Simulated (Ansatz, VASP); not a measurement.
**Cu in VASP and in Ansatz**

The input POSCAR:

```
Cu
1.0
    1.2184636900     -3.9763780104      0.0000000000
    1.2184636900      3.9763780104      0.0000000000
    0.0000000000      0.0000000000      2.4754955235
Cu
2
Direct
    0.1338666500      0.8661333500      0.2500000000
    0.8661333500      0.1338666500      0.7500000000
```

File INCAR.step1:

```
ALGO     = Normal         # electronic algorithm
EDIFF    = 1E-5           # SCF threshold, eV
ENCUT    = 660            # plane-wave cutoff, eV
GGA      = PE             # functional
GGA_COMPAT= F            
ISMEAR   = 0              # smearing method
LASPH    = T              # aspherical terms in the spheres
LCHARG   = F              # write CHGCAR
LREAL    = F              # projectors in reciprocal space
LWAVE    = T              # write WAVECAR
NBANDS   = 18             # bands
NELM     = 120            # most SCF steps
PREC     = Accurate       # precision mode
SIGMA    = 0.1            # smearing width, eV
```

Contents of INCAR.step2:

```
ALGO     = Normal         # electronic algorithm
EDIFF    = 1E-6           # SCF threshold, eV
ENCUT    = 660            # plane-wave cutoff, eV
GGA_COMPAT= F            
ISIF     = 2              # what is computed and relaxed
ISMEAR   = 0              # smearing method
ISTART   = 1            
LASPH    = T              # aspherical terms in the spheres
LCHARG   = F              # write CHGCAR
LMIXTAU  = T            
LREAL    = F              # projectors in reciprocal space
LWAVE    = F              # write WAVECAR
METAGGA  = R2SCAN         # meta-GGA
NBANDS   = 18             # bands
NELM     = 120            # most SCF steps
PREC     = Accurate       # precision mode
SIGMA    = 0.1            # smearing width, eV
```

File KPOINTS:

```
k-points
0
Gamma
  8 8 8
```

Input for Ansatz:

```yaml
crystal:
  lattice:
    - [1.21846369, -3.9763780104, 0.0]
    - [1.21846369, 3.9763780104, 0.0]
    - [0.0, 0.0, 2.4754955235]
  atoms:
    - { symbol: Cu, position: [0.13386665, 0.86613335, 0.25] }
    - { symbol: Cu, position: [0.86613335, 0.13386665, 0.75] }
basis:
  ecutwfc: 500
kpoints:
  mp_grid: { grid: [8, 8, 8] }
hamiltonian:
  xc: r2scan
scf:
  occupations: { method: gaussian, width: 0.1 }
  lower_state_search: "off"
output:
  forces: true
  stress: true
  eigenvalues: true
```

Alike in both runs: task single point; functional r2SCAN; k mesh 8 × 8 × 8; occupations gaussian, width 0.1 eV; no spin polarisation.

|  | VASP | Ansatz |
| --- | --- | --- |
| version | VASP 6.6.1 | Ansatz 0.2.0 |
| potentials or method | VASP PAW PBE potentials, release 64 (Cu), cutoff 660 eV | scalar-relativistic, plane waves, PAW |
| valence electrons in the cell | 22 | 38 |

```csv
,VASP,Ansatz,Ansatz less VASP
gap on the k mesh at the Fermi level (eV),none,none,-
pressure (GPa),0.8,0.1,-0.68
"traceless stress, the component that is largest in VASP (GPa)",0.83,0.91,+0.085
```

VASP's potentials were made for PBE, not for r2SCAN. A gap of «none» marks a metal or a gap that the smearing closes. The functional is the same, so the differences come from potentials, cutoffs and numerics. VASP's potentials hold 22 valence electrons a cell and Ansatz's 38, so a difference there can come from the potentials and not from the codes.
